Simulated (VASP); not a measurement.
# AlRu (P4/mmm) in VASP: notebook

The runs below take AlRu through single point, with PBEsol.

Everything below comes from runs of VASP 6.6.1. Logs are shortened: lines on timing, memory, paths and dates and some standing lists are left out, and cuts for length are marked.

**1. The cell of the first run**

It takes space group P4/mmm (No. 123, tetragonal). The conventional cell has a = 2.992 Å, b = 2.992 Å, c = 2.812 Å, α = 90.00°, β = 90.00°, γ = 90.00°. Al (site symmetry 4/mmm) has 8 Ru at 2.54 Å and 6 Al at 2.81 to 2.99 Å within 3.4 Å. Ru (site symmetry 4/mmm) has 8 Al at 2.54 Å and 6 Ru at 2.81 to 2.99 Å within 3.4 Å.

**2. Single point, PBEsol (strain -0.0600 x Voigt [1, 0, 0, 0, 0, 0])**

File INCAR:

```
PREC = Accurate
ENCUT = 520
EDIFF = 1E-6
ISMEAR = 0
SIGMA = 0.15
LREAL = False
LASPH = True
NELM = 100
ALGO = Fast
ISIF = 2
LWAVE = False
LCHARG = False
GGA = PS
NBANDS = 16
```

File KPOINTS:

```
Automatic mesh
0
Gamma
  16 16 16
```

File POSCAR:

```
AlRu
1.0
    2.8121040000      0.0000000000      0.0000000000
    0.0000000000      2.9916000000      0.0000000000
    0.0000000000      0.0000000000      2.9916000000
Al Ru
1 1
Direct
    0.0000000000      0.0000000000      0.0000000000
    0.5000000000      0.5000000000      0.5000000000
```

Potentials or basis: VASP PAW PBE potentials, release 64 (Al, Ru_pv).

Launch:

```bash
> cat potpaw_PBE.64/Al/POTCAR potpaw_PBE.64/Ru_pv/POTCAR > POTCAR
> mpirun -np 1 vasp_std > vasp.out
```

OUTCAR:

```text
PREC = Accurate
   ENCUT = 520
   EDIFF = 1E-6
   ISMEAR = 0
   LREAL = False
   LASPH = True
   NELM = 100
   ISIF = 2
   GGA = PS

 ion  position               nearest neighbor table
   1  0.000  0.000  0.000-   2 2.54   2 2.54   2 2.54   2 2.54   2 2.54   2 2.54   2 2.54   2 2.54

   2  0.500  0.500  0.500-   1 2.54   1 2.54   1 2.54   1 2.54   1 2.54   1 2.54   1 2.54   1 2.54

  LATTYP: Found a simple tetragonal cell.
 ALAT       =     2.9916000000
 C/A-ratio  =     0.9400000000

  Lattice vectors:

 A1 = (   0.0000000000,   2.9916000000,   0.0000000000)
 A2 = (   0.0000000000,   0.0000000000,   2.9916000000)
 A3 = (   2.8121040000,   0.0000000000,   0.0000000000)

Analysis of symmetry for initial positions (statically):
=====================================================================
 Subroutine PRICEL returns:
 Original cell was already a primitive cell.

 Routine SETGRP: Setting up the symmetry group for a
 simple tetragonal supercell.

 Subroutine GETGRP returns: Found 16 space group operations
 (whereof 16 operations were pure point group operations)
 out of a pool of 16 trial point group operations.

The static configuration has the point symmetry D_4h.

Analysis of symmetry for dynamics (positions and initial velocities):
=====================================================================
 Subroutine PRICEL returns:
 Original cell was already a primitive cell.

 Routine SETGRP: Setting up the symmetry group for a
 simple tetragonal supercell.

 Subroutine GETGRP returns: Found 16 space group operations
 (whereof 16 operations were pure point group operations)
 out of a pool of 16 trial point group operations.

The dynamic configuration has the point symmetry D_4h.

 Subroutine INISYM returns: Found 16 space group operations
 (whereof 16 operations are pure point group operations),
 and found     1 'primitive' translations

----------------------------------------------------------------------------------------

                                     Primitive cell

  volume of cell :      25.1674

  direct lattice vectors                    reciprocal lattice vectors
     2.812104000  0.000000000  0.000000000     0.355605625  0.000000000  0.000000000
     0.000000000  2.991600000  0.000000000     0.000000000  0.334269287  0.000000000
     0.000000000  0.000000000  2.991600000     0.000000000  0.000000000  0.334269287

  length of vectors
     2.812104000  2.991600000  2.991600000     0.355605625  0.334269287  0.334269287

  position of ions in fractional coordinates (direct lattice)
     0.000000000  0.000000000  0.000000000
     0.500000000  0.500000000  0.500000000

  ion indices of the primitive-cell ions
   primitive index   ion index
                 1           1
                 2           2

----------------------------------------------------------------------------------------

 KPOINTS: Automatic mesh

Automatic generation of k-mesh.
 Grid dimensions read from file:
 generate k-points for:   16   16   16

 Generating k-lattice:

  Cartesian coordinates                     Fractional coordinates (reciprocal lattice)
     0.022225352  0.000000000  0.000000000     0.062500000  0.000000000  0.000000000
     0.000000000  0.020891830  0.000000000     0.000000000  0.062500000  0.000000000
     0.000000000  0.000000000  0.020891830     0.000000000  0.000000000  0.062500000

  Length of vectors
     0.022225352  0.020891830  0.020891830

  Shift w.r.t. Gamma in fractional coordinates (k-lattice)
     0.000000000  0.000000000  0.000000000

 Subroutine IBZKPT returns following result:
 ===========================================

 Found    405 irreducible k-points:

 Following reciprocal coordinates:
            Coordinates               Weight
  0.000000  0.000000  0.000000      1.000000
  0.062500  0.000000  0.000000      2.000000
  0.125000  0.000000  0.000000      2.000000
  0.187500  0.000000  0.000000      2.000000
  0.250000  0.000000  0.000000      2.000000
  0.312500  0.000000  0.000000      2.000000
[... 16 lines left out ...]
  0.250000  0.125000  0.000000      8.000000
  0.312500  0.125000  0.000000      8.000000
 [... further k-points ...]
   k-points           NKPTS =    405   k-points in BZ     NKDIM =    405   number of bands    NBANDS=     16
   number of dos      NEDOS =    301   number of ions     NIONS =      2
   total plane-waves  NPLWV =  13824
   dimension x,y,z NGX =    24 NGY =   24 NGZ =   24
   dimension x,y,z NGXF=    48 NGYF=   48 NGZF=   48
   ions per type =               1   1
   NGX,Y,Z   is equivalent  to a cutoff of  14.19, 13.34, 13.34 a.u.
   NGXF,Y,Z  is equivalent  to a cutoff of  28.38, 26.67, 26.67 a.u.
 SYSTEM =  unknown system
   PREC   = accura    normal or accurate (medium, high low for compatibility)
   ISTART =      0    job   : 0-new  1-cont  2-samecut
   ICHARG =      2    charge: 1-file 2-atom 10-const
   ISPIN  =      1    spin polarized calculation?
   LNONCOLLINEAR =      F non collinear calculations
   LSORBIT =      F    spin-orbit coupling
   LASPH  =      T    aspherical Exc in radial PAW
   ENCUT  =  520.0 eV  38.22 Ry    6.18 a.u.   5.23  5.56  5.56*2*pi/ulx,y,z
   NELM   =    100;   NELMIN=  2; NELMDL= -5     # of ELM steps
   EDIFF  = 0.1E-05   stopping-criterion for ELM
   LREAL  =      F    real-space projection
   EDIFFG = 0.1E-04   stopping-criterion for IOM
   NSW    =      0    number of steps for IOM
   IBRION =     -1    ionic relax: 0-MD 1-quasi-New 2-CG
   NFREE  =      0    steps in history (QN), initial steepest desc. (CG)
   ISIF   =      2    stress and relaxation
   ISYM   =      2    0-nonsym 1-usesym 2-fastsym
   POTIM  = 0.5000    time-step for ionic-motion
   TEBEG  =    0.0;   TEEND  =   0.0 temperature during run
   PSTRESS=    0.0 pullay stress
   NELECT =      17.0000    total number of electrons
   NUPDOWN=      -1.0000    fix difference up-down
   EMIN   =  10.00;   EMAX   =-10.00  energy-range for DOS
   EFERMI =   0.00;   METHOD = LEGACY
   ISMEAR =     0;   SIGMA  =   0.15  broadening in eV -4-tet -1-fermi 0-gaus
   EFERMI_NEDOS =   21; number of points for ismear=-14 and -15
   IALGO  =     68    algorithm
   IMIX   =      4    mixing-type and parameters
     AMIX     =   0.40;   BMIX     =  1.00
     AMIX_MAG =   1.60;   BMIX_MAG =  1.00
  volume/ion in A,a.u.               =      12.58        84.92
  Fermi-wavevector in a.u.,A,eV,Ry     =   1.436410  2.714421 28.072531  2.063273
  Thomas-Fermi vector in A             =   2.555601
   LORBIT       =      0    0 simple, 1 ext, 2 COOP (PROOUT), +10 PAW based schemes
   GGA     = PS    functional components
   LHFCALC =     F    Hartree Fock is set to
   AEXX    =    0.0000 exact exchange contribution
   IVDW    =     0    specifies the selected vdW correction
   LEPSILON=     F    determine dielectric tensor
   LRPA    =     F    only Hartree local field effects (RPA)
 non-spin polarized calculation
 RMM-DIIS sequential band-by-band and
 Gauss-broadening in eV      SIGMA  =   0.15
  energy-cutoff  :      520.00
  volume of cell :       25.17
 maximum number of plane-waves:       703
 NGX is ok and might be reduce to    24
   NGX = 11   NGY = 11   NGZ = 11

 number of electron      16.9999995 magnetization

 Free energy of the ion-electron system (eV)
  ---------------------------------------------------
  ext. energy  EPLUGINS =         0.00000000
  ---------------------------------------------------
  free energy    TOTEN  =       -15.44242061 eV

  energy without entropy =      -15.42564734  energy(sigma->0) =      -15.43403397

 E-fermi :  11.5426     XC(G=0): -13.0083

 val. band max:       11.5414797785   @ k =   0.1875   0.0000   0.0000
 cond. band min:      11.5457614397   @ k =   0.2500   0.3750   0.3750
 fundamental gap:      0.0042816612
 Fermi energy:        11.5425572849

 k-point     1 :       0.0000    0.0000    0.0000
  band No.  band energies     occupation
      1     -30.2568      2.00000
      2     -30.2568      2.00000
      3     -30.1612      2.00000
      4       1.4389      2.00000
      5       7.5332      2.00000
      6       7.5459      2.00000
[... 8 lines left out ...]
     15      23.4974      0.00000
     16      27.9093      0.00000

 k-point     2 :       0.0625    0.0000    0.0000
  band No.  band energies     occupation
      1     -30.2555      2.00000
      2     -30.2555      2.00000
      3     -30.1764      2.00000
      4       1.5243      2.00000
      5       7.5679      2.00000
      6       7.6006      2.00000
[... 8 lines left out ...]
     15      23.4988      0.00000
     16      28.2653      0.00000

 k-point     3 :       0.1250    0.0000    0.0000
  band No.  band energies     occupation
      1     -30.2515      2.00000
      2     -30.2515      2.00000
      3     -30.2195      2.00000
      4       1.7767      2.00000
      5       7.6691      2.00000
      6       7.7460      2.00000
[... 8 lines left out ...]
     15      23.5838      0.00000
     16      29.2969      0.00000

 k-point     4 :       0.1875    0.0000    0.0000
  band No.  band energies     occupation
      1     -30.2835      2.00000
      2     -30.2456      2.00000
      3     -30.2456      2.00000
      4       2.1848      2.00000
      5       7.8271      2.00000
      6       7.9223      2.00000
[... 8 lines left out ...]
     15      24.1064      0.00000
     16      29.7118      0.00000

 k-point     5 :       0.2500    0.0000    0.0000
  band No.  band energies     occupation
      1     -30.3584      2.00000
      2     -30.2386      2.00000
      3     -30.2386      2.00000
      4       2.7317      2.00000
      5       8.0202      2.00000
      6       8.0250      2.00000
[... 8 lines left out ...]
     15      24.5454      0.00000
     16      28.5761      0.00000

 k-point     6 :       0.3125    0.0000    0.0000
  band No.  band energies     occupation
      1     -30.4325      2.00000
      2     -30.2316      2.00000
      3     -30.2316      2.00000
      4       3.3951      2.00000
      5       7.9026      2.00000
      6       8.2374      2.00000
[... 8 lines left out ...]
     15      24.9260      0.00000
     16      27.4003      0.00000

 k-point     7 :       0.3750    0.0000    0.0000
  band No.  band energies     occupation
      1     -30.4949      2.00000
      2     -30.2256      2.00000
      3     -30.2256      2.00000
      4       4.1453      2.00000
      5       7.4941      2.00000
      6       8.4310      2.00000
[... 8 lines left out ...]
     15      26.2794      0.00000
     16      26.2891      0.00000

 k-point     8 :       0.4375    0.0000    0.0000
  band No.  band energies     occupation
      1     -30.5363      2.00000
      2     -30.2217      2.00000
      3     -30.2217      2.00000
      4       4.9251      2.00000
      5       6.8687      2.00000
      6       8.5684      2.00000
[... 8 lines left out ...]
     15      25.3627      0.00000
     16      25.5413      0.00000

 k-point     9 :       0.5000    0.0000    0.0000
  band No.  band energies     occupation
      1     -30.5507      2.00000
      2     -30.2203      2.00000
      3     -30.2203      2.00000
      4       5.4336      2.00000
      5       6.4003      2.00000
      6       8.6184      2.00000
[... 8 lines left out ...]
     15      24.9384      0.00000
     16      25.6778      0.00000
[... 172 lines left out ...]
 k-point    19 :       0.0000    0.1250    0.0000
  band No.  band energies     occupation
      1     -30.2894      2.00000
      2     -30.2541      2.00000
      3     -30.1587      2.00000
      4       1.7431      2.00000
      5       7.6130      2.00000
      6       7.6448      2.00000
[... 8 lines left out ...]
     15      23.8485      0.00000
     16      28.6250      0.00000

 k-point    20 :       0.0625    0.1250    0.0000
  band No.  band energies     occupation
      1     -30.2879      2.00000
      2     -30.2528      2.00000
      3     -30.1738      2.00000
      4       1.8267      2.00000
      5       7.6554      2.00000
      6       7.6946      2.00000
[... 8 lines left out ...]
     15      23.9394      0.00000
     16      28.8803      0.00000

 k-point    21 :       0.1250    0.1250    0.0000
  band No.  band energies     occupation
      1     -30.2838      2.00000
      2     -30.2488      2.00000
      3     -30.2167      2.00000
      4       2.0731      2.00000
      5       7.7536      2.00000
      6       7.8511      2.00000
[... 8 lines left out ...]
     15      24.3476      0.00000
     16      29.5168      0.00000

 k-point    22 :       0.1875    0.1250    0.0000
  band No.  band energies     occupation
      1     -30.2818      2.00000
      2     -30.2761      2.00000
      3     -30.2428      2.00000
      4       2.4705      2.00000
      5       7.8937      2.00000
      6       8.0538      2.00000
[... 8 lines left out ...]
     15      24.9687      0.00000
     16      28.8827      0.00000

 k-point    23 :       0.2500    0.1250    0.0000
  band No.  band energies     occupation
      1     -30.3551      2.00000
      2     -30.2700      2.00000
      3     -30.2359      2.00000
      4       3.0013      2.00000
      5       8.0187      2.00000
      6       8.2115      2.00000
[... 8 lines left out ...]
     15      25.6031      0.00000
     16      27.7310      0.00000

 k-point    24 :       0.3125    0.1250    0.0000
  band No.  band energies     occupation
      1     -30.4289      2.00000
      2     -30.2626      2.00000
      3     -30.2288      2.00000
      4       3.6433      2.00000
      5       7.8928      2.00000
      6       8.3727      2.00000
[... 8 lines left out ...]
     15      26.1832      0.00000
     16      26.4618      0.00000

 [... further k-points ...]
[... 5 lines left out ...]
  --------------------------------------------------------------------------------------
  -------------------------------------------------------------------------------------
  Total        3.3071939      1.1757553      1.1757553      0.0000000      0.0000000     -0.0000000
  in kB      210.5386371     74.8495336     74.8495336      0.0000000      0.0000000     -0.0000000
  external PRESSURE =     120.0792348 kB  Pullay stress =       0.0000000 kB

 VOLUME and BASIS-vectors are now :
 -----------------------------------------------------------------------------
  energy-cutoff  :      520.00
  volume of cell :       25.17
      direct lattice vectors                 reciprocal lattice vectors
     2.812104000  0.000000000  0.000000000     0.355605625  0.000000000  0.000000000
     0.000000000  2.991600000  0.000000000     0.000000000  0.334269287  0.000000000
     0.000000000  0.000000000  2.991600000     0.000000000  0.000000000  0.334269287

 POSITION                                       TOTAL-FORCE (eV/Angst)
 -----------------------------------------------------------------------------------
      0.00000      0.00000      0.00000         0.000000      0.000000      0.000000
      1.40605      1.49580      1.49580         0.000000      0.000000      0.000000
 -----------------------------------------------------------------------------------
    total drift:                                0.000000     -0.000000     -0.000000

  FREE ENERGIE OF THE ION-ELECTRON SYSTEM (eV)
  ---------------------------------------------------
  free  energy   TOTEN  =       -15.4424206112 eV

  energy  without entropy=      -15.4256473366  energy(sigma->0) =      -15.43403397
```

It took 1.7 min on 1 thread of Intel Xeon 8259CL, shared host; peak memory 0.27 GiB.

What came out:

```yaml
Free_energy: -15.4424 eV
Pressure: 12.0 GPa
Band_gap_on_the_k_mesh: zero (an odd number of electrons rules out a gap without spin polarisation)
```

Levels at points of the mesh, in eV from the Fermi level:
| k point | band 7 | band 8 | band 9 | band 10 | band 11 | band 12 |
| --- | --- | --- | --- | --- | --- | --- |
| (0.00, 0.00, 0.00) | -0.12 | 0.34 | 0.34 | 5.68 | 5.68 | 7.71 |
| (0.50, 0.00, 0.00) | -2.07 | -2.07 | 0.28 | 3.24 | 7.32 | 10.74 |
| (0.00, 0.50, 0.00) | -2.02 | -1.23 | 0.58 | 2.09 | 7.33 | 10.73 |
| (0.50, 0.50, 0.00) | -1.55 | -1.41 | -1.09 | 1.73 | 6.06 | 7.00 |
| (0.00, 0.50, 0.50) | -1.70 | -0.89 | -0.89 | 1.36 | 5.03 | 6.56 |
| (0.50, 0.50, 0.50) | 1.52 | 1.99 | 2.96 | 4.07 | 4.07 | 4.53 |

Caveat: the cell differs from its parent crystal (strain -0.0600 x Voigt [1, 0, 0, 0, 0, 0]); the stress differs along the axes, from 7 to 21 GPa; the PAW data sets were made with another functional, which shifts forces and pressure a little.

**3. Single point, PBEsol (strain -0.0450 x Voigt [1, 0, 0, 0, 0, 0])**

File INCAR:

```
SYSTEM = AlRu
ALGO = Fast
EDIFF = 1E-6
ENCUT = 520
GGA = PS
ISIF = 2
ISMEAR = 0
LASPH = .TRUE.
LCHARG = .TRUE.
LELF = .TRUE.
LREAL = .FALSE.
LVHAR = .TRUE.
LWAVE = .FALSE.
NBANDS = 16
NELM = 80
PREC = Accurate
SIGMA = 0.15
```

File KPOINTS:

```
k-points
0
G
  16 16 16
  0 0 0
```

Changes to POSCAR since step 2:

```diff
@@ -2,3 +2,3 @@
 1.0
-    2.8121040000      0.0000000000      0.0000000000
+    2.8569780000      0.0000000000      0.0000000000
     0.0000000000      2.9916000000      0.0000000000
```

Potentials or basis: VASP PAW PBE potentials, release 64 (Al, Ru_pv).

Launch:

```bash
> cat potpaw_PBE.64/Al/POTCAR potpaw_PBE.64/Ru_pv/POTCAR > POTCAR
> mpirun -np 1 vasp_std > vasp.out
```

It took 1.8 min on 1 thread of Intel Xeon 8259CL, shared host; peak memory 0.27 GiB.

Results (log left out):

| Quantity | Value |
| --- | --- |
| Free energy | -15.4861 eV |
| Pressure | 7.5 GPa |
| Band gap on the k mesh | zero (an odd number of electrons rules out a gap without spin polarisation) |

Stress tensor (GPa, compression positive):
```
13.80  0.00  0.00
 0.00  4.40  0.00
 0.00  0.00  4.40
```

Levels at points of the mesh, in eV from the Fermi level:
```csv
k point,band 7,band 8,band 9,band 10,band 11,band 12
"(0.00, 0.00, 0.00)",-0.03,0.30,0.30,5.79,5.79,7.27
"(0.50, 0.00, 0.00)",-1.94,-1.94,0.32,2.99,7.36,10.81
"(0.00, 0.50, 0.00)",-1.91,-1.33,0.54,2.15,7.37,10.80
"(0.50, 0.50, 0.00)",-1.50,-1.34,-1.16,1.69,5.84,6.81
"(0.00, 0.50, 0.50)",-1.61,-0.97,-0.97,1.41,5.10,6.50
"(0.50, 0.50, 0.50)",1.55,1.89,2.86,4.08,4.08,4.40
```

Caveat: the cell differs from its parent crystal (strain -0.0450 x Voigt [1, 0, 0, 0, 0, 0]); the stress differs along the axes, from 4 to 14 GPa; the PAW data sets were made with another functional, which shifts forces and pressure a little.
